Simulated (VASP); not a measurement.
**TaAs: single point with r2SCAN**

Crystal: TaAs.

```
CELL_PARAMETERS angstrom
-1.72094 1.72094 5.85629
1.72094 -1.72094 5.85629
1.72094 1.72094 -5.85629
ATOMIC_POSITIONS crystal
Ta 0.50002 0.00002 0.50000
Ta 0.75002 0.75002 0.00000
As 0.08258 0.58258 0.50000
As 0.33258 0.33258 0.00000
```

```yaml
Program: VASP 6.6.1
Task: single point
Functional: r2SCAN
Potentials_or_basis: VASP PAW PBE potentials, release 64 (Ta_pv, As)
Cutoff: 520 eV
k_mesh: 18 × 18 × 18
Occupations: gaussian, width 0.1 eV
Spin: no spin polarisation
```

```
Pressure               : 0.5 GPa
Band gap on the k mesh : zero (bands 16 and 17 overlap by 0.05 eV)
```

Stress tensor (GPa, compression positive):
```
0.53 0.00 0.00
0.00 0.53 0.00
0.00 0.00 0.44
```

Levels at points of the mesh, in eV from the Fermi level:
| k point | band 13 | band 14 | band 15 | band 16 | band 17 | band 18 | band 19 | band 20 |
| --- | --- | --- | --- | --- | --- | --- | --- | --- |
| (0.00, 0.00, 0.00) | -2.47 | -2.05 | -1.80 | -1.80 | 0.95 | 1.65 | 2.49 | 3.21 |
| (0.50, 0.00, 0.00) | -2.63 | -2.52 | -1.67 | -0.33 | 0.14 | 1.45 | 2.42 | 2.62 |
| (0.50, 0.50, 0.00) | -3.46 | -3.46 | -1.27 | -1.27 | 3.00 | 3.00 | 3.23 | 3.23 |
| (0.50, 0.50, 0.50) | -2.91 | -2.91 | -1.11 | -1.11 | 1.28 | 1.28 | 2.42 | 2.42 |

It took 2.8 h on 1 thread of Oxide Virtual Turin-like Processor, on a shared host, peak memory 0.87 GiB.

Caveat: the PAW data sets were made with another functional, which shifts forces and pressure a little; spin-orbit coupling is left out, which moves the levels of the heavy elements.
